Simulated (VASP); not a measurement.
# Si (Fmmm) in VASP: further runs, part 2 of 2

VASP 6.6.1.

**3. Single point, LDA (strain +0.0250 x Voigt [0, 0, 1, 0, 0, 0])**

Input file INCAR:

```
SYSTEM = Si
ALGO = Normal
EDIFF = 1E-6
ENCUT = 520
ISIF = 2
ISMEAR = 0
LASPH = .True.
LCHARG = .False.
LREAL = .False.
LWAVE = .False.
NBANDS = 26
NELM = 80
PREC = Accurate
SIGMA = 0.15
```

Input file KPOINTS:

```
k-points
0
Gamma
  10 10 8
  0 0 0
```

Input file POSCAR:

```
Si
1.0
    4.5521371120     -2.4347064072      0.0000000000
    4.5521371120      2.4347064072      0.0000000000
    0.0000000000      0.0000000000      5.4608395717
Si
8
Direct
    0.5000000000      0.5000000000      0.7705063097
    0.5000000000      0.5000000000      0.2294936903
    1.0000000000      0.0000000000      0.2705063097
    0.0000000000      1.0000000000      0.7294936903
    0.7262158285      0.7262158285      0.5000000000
    0.2262158285      0.2262158285      0.0000000000
    0.2737841715      0.2737841715      0.5000000000
    0.7737841715      0.7737841715      0.0000000000
```

Potentials or basis: VASP PAW LDA potentials, release 64 (Si).

Run with:

```sh
$ cat potpaw_LDA.64/Si/POTCAR > POTCAR
$ mpirun -np 1 vasp_std > vasp.out
```

OUTCAR:

```text
SYSTEM = Si
   EDIFF = 1E-6
   ENCUT = 520
   ISIF = 2
   ISMEAR = 0
   LASPH = .True.
   LREAL = .False.
   NELM = 80
   PREC = Accurate

 ion  position               nearest neighbor table
   1  0.500  0.500  0.771-   4 2.44   4 2.44   2 2.51   5 2.53   7 2.53   6 2.79   8 2.79   2 2.95

   2  0.500  0.500  0.229-   3 2.44   3 2.44   1 2.51   5 2.53   7 2.53   6 2.79   8 2.79   1 2.95

   3  0.000  0.000  0.271-   2 2.44   2 2.44   4 2.51   6 2.53   8 2.53   7 2.79   5 2.79   4 2.95
[... 7 lines left out ...]
   7  0.274  0.274  0.500-   5 2.47   5 2.47   1 2.53   2 2.53   6 2.76   6 2.76   3 2.79   4 2.79

   8  0.774  0.774  0.000-   6 2.47   6 2.47   3 2.53   4 2.53   5 2.76   5 2.76   1 2.79   2 2.79

  LATTYP: Found a base centered orthorhombic cell.
[... 925 lines left out ...]
  in kB      -21.0333901    -10.1270238    -48.2532043      0.0000000      0.0000000      0.0000000
  external PRESSURE =     -26.4712061 kB  Pullay stress =       0.0000000 kB

 VOLUME and BASIS-vectors are now :
 -----------------------------------------------------------------------------
  energy-cutoff  :      520.00
  volume of cell :      121.05
      direct lattice vectors                 reciprocal lattice vectors
     4.552137112 -2.434706407  0.000000000     0.109838519 -0.205363570  0.000000000
     4.552137112  2.434706407  0.000000000     0.109838519  0.205363570  0.000000000
     0.000000000  0.000000000  5.460839572     0.000000000  0.000000000  0.183122025

 POSITION                                       TOTAL-FORCE (eV/Angst)
 -----------------------------------------------------------------------------------
      4.55214      0.00000      4.20761        -0.000000      0.000000      0.080006
      4.55214      0.00000      1.25323        -0.000000      0.000000     -0.080006
      0.00000      0.00000      1.47719        -0.000000      0.000000      0.080006
      0.00000      0.00000      3.98365        -0.000000      0.000000     -0.080006
      6.61167      0.00000      2.73042        -0.038231      0.000000      0.000000
      2.05953      0.00000      0.00000        -0.038231      0.000000     -0.000000
      2.49261      0.00000      2.73042         0.038231      0.000000      0.000000
      7.04474      0.00000      0.00000         0.038231      0.000000      0.000000
 -----------------------------------------------------------------------------------
    total drift:                                0.000000     -0.000000      0.000000

  FREE ENERGIE OF THE ION-ELECTRON SYSTEM (eV)
  ---------------------------------------------------
  free  energy   TOTEN  =       -45.9182672301 eV

  energy  without entropy=      -45.8909476040  energy(sigma->0) =      -45.90460742
```

OSZICAR:

```text
N       E                     dE             d eps       ncg     rms          rms(c)
DAV:   1     0.532636999407E+02    0.53264E+02   -0.12584E+04  8060   0.105E+03
DAV:   2    -0.416061781865E+02   -0.94870E+02   -0.87895E+02  9934   0.151E+02
DAV:   3    -0.460216186917E+02   -0.44154E+01   -0.42831E+01 10546   0.282E+01
DAV:   4    -0.460771544303E+02   -0.55536E-01   -0.55311E-01  9892   0.383E+00
DAV:   5    -0.460778044157E+02   -0.64999E-03   -0.64937E-03 10414   0.379E-01    0.853E+00
DAV:   6    -0.459704338726E+02    0.10737E+00   -0.47205E-02 10048   0.101E+00    0.494E+00
DAV:   7    -0.459192789898E+02    0.51155E-01   -0.59861E-02  9962   0.103E+00    0.386E-01
DAV:   8    -0.459184964533E+02    0.78254E-03   -0.59609E-03  9788   0.379E-01    0.256E-01
DAV:   9    -0.459182685895E+02    0.22786E-03   -0.44543E-04 10124   0.982E-02    0.949E-02
DAV:  10    -0.459182689155E+02   -0.32601E-06   -0.29594E-05  9962   0.254E-02    0.346E-02
DAV:  11    -0.459182674801E+02    0.14354E-05   -0.34808E-06  9644   0.955E-03    0.957E-03
DAV:  12    -0.459182672301E+02    0.25006E-06   -0.10707E-06  5282   0.481E-03
   1 F= -.45918267E+02 E0= -.45904607E+02  d E =-.273196E-01
```

It took 3.1 min on 1 thread of Intel Xeon 6975P-C (Granite Rapids), shared host; peak memory 0.42 GiB.

Results:

- Free energy: -45.9183 eV
- Pressure: -2.6 GPa
- Largest force: 0.080 eV/Å
- Band gap on the k mesh: zero (bands 16 and 17 overlap by 3.39 eV)

Forces in eV/Å, atoms in the order of the input:
```
Si   0.000  0.000  0.080
Si   0.000  0.000 -0.080
Si   0.000  0.000  0.080
Si   0.000  0.000 -0.080
Si  -0.038  0.000  0.000
Si  -0.038  0.000  0.000
Si   0.038  0.000  0.000
Si   0.038  0.000  0.000
```

Caveat: the cell differs from its parent crystal (strain +0.0250 x Voigt [0, 0, 1, 0, 0, 0]).

**4. Single point, LDA (strain +0.0500 x Voigt [0, 0, 1, 0, 0, 0])**

Input file INCAR:

```
SYSTEM = Si
PREC = Accurate ; ENCUT = 520
EDIFF = 1E-6 ; ISMEAR = 0
SIGMA = 0.15 ; LREAL = .FALSE.
LASPH = .TRUE. ; NELM = 60
ALGO = Normal ; ISIF = 2
LWAVE = .FALSE. ; LCHARG = .FALSE.
NBANDS = 26
```

Input file KPOINTS:

```
Automatic mesh
0
G
  10 10 8
  0 0 0
```

Changes to POSCAR since step 3:

```diff
@@ -4,3 +4,3 @@
     4.5521371120      2.4347064072      0.0000000000
-    0.0000000000      0.0000000000      5.4608395717
+    0.0000000000      0.0000000000      5.5940307807
 Si
```

Run with:

```sh
$ cat potpaw_LDA.64/Si/POTCAR > POTCAR
$ mpirun -np 1 vasp_std > vasp.out
```

It took 4.2 min on 1 thread of Intel Xeon 6975P-C (Granite Rapids), shared host; peak memory 0.42 GiB.

It converged, with:

```yaml
Free_energy: -45.7952 eV
Pressure: -4.8 GPa
Largest_force: 0.097 eV/Å
Band_gap_on_the_k_mesh: zero (bands 16 and 17 overlap by 3.51 eV)
```

Forces on the atoms (eV/Å):
```
Si   0.000  0.000  0.097
Si   0.000  0.000 -0.097
Si   0.000  0.000  0.097
Si   0.000  0.000 -0.097
Si  -0.081  0.000  0.000
Si  -0.081  0.000  0.000
Si   0.081  0.000  0.000
Si   0.081  0.000  0.000
```

Stress tensor (GPa, compression positive):
```
-3.80  0.00  0.00
 0.00 -2.22  0.00
 0.00  0.00 -8.52
```

Levels at points of the mesh, in eV from the Fermi level:
| k point | band 12 | band 13 | band 14 | band 15 | band 16 | band 17 | band 18 | band 19 | band 20 | band 21 |
| --- | --- | --- | --- | --- | --- | --- | --- | --- | --- | --- |
| (0.00, 0.00, 0.00) | -2.49 | -2.39 | -2.31 | -2.29 | -2.26 | -2.01 | -1.99 | -1.85 | 1.37 | 1.75 |
| (0.50, 0.00, 0.00) | -3.63 | -1.78 | -1.78 | -0.07 | -0.07 | 2.23 | 2.23 | 2.37 | 2.37 | 3.35 |
| (0.50, 0.50, 0.00) | -2.82 | -2.15 | -1.75 | -1.19 | 0.78 | 1.42 | 1.77 | 1.83 | 2.52 | 2.92 |
| (0.00, 0.00, 0.50) | -4.29 | -4.07 | -4.07 | -3.15 | -3.15 | 2.39 | 2.39 | 2.81 | 2.81 | 3.06 |
| (0.50, 0.00, 0.50) | -1.83 | -0.80 | -0.80 | 0.24 | 0.24 | 0.40 | 0.40 | 0.43 | 0.43 | 2.52 |
| (0.50, 0.50, 0.50) | -1.82 | -1.26 | -1.26 | -1.09 | -1.09 | -0.15 | -0.15 | 1.45 | 1.45 | 2.54 |

Caveat: the cell differs from its parent crystal (strain +0.0500 x Voigt [0, 0, 1, 0, 0, 0]); the stress differs along the axes, from -9 to -2 GPa.

**5. Overview**

| cell | gap on the mesh (eV) | pressure (GPa) | largest force (eV/Å) |
| --- | --- | --- | --- |
| a = 5.162, b = 5.162, c = 5.194 Å, angles 90.0, 90.0, 56.3°, 8 atoms | none | 3.2 | 0.11 |
| a = 5.162, b = 5.162, c = 5.461 Å, angles 90.0, 90.0, 56.3°, 8 atoms | none | -2.6 | 0.08 |
| a = 5.162, b = 5.162, c = 5.594 Å, angles 90.0, 90.0, 56.3°, 8 atoms | none | -4.8 | 0.10 |

Alike in all rows: task single point; level LDA; potentials or basis VASP PAW LDA potentials, release 64 (Si); no spin polarisation; k mesh 10 × 10 × 8; cutoff (eV) 520; smearing gaussian 0.15 eV.

Caveats: the cell stands under pressure (at least some runs); the stress differs along the axes, from -9 to -2 GPa (at least some runs).

Absolute energies hang on the potentials; compare differences alone.
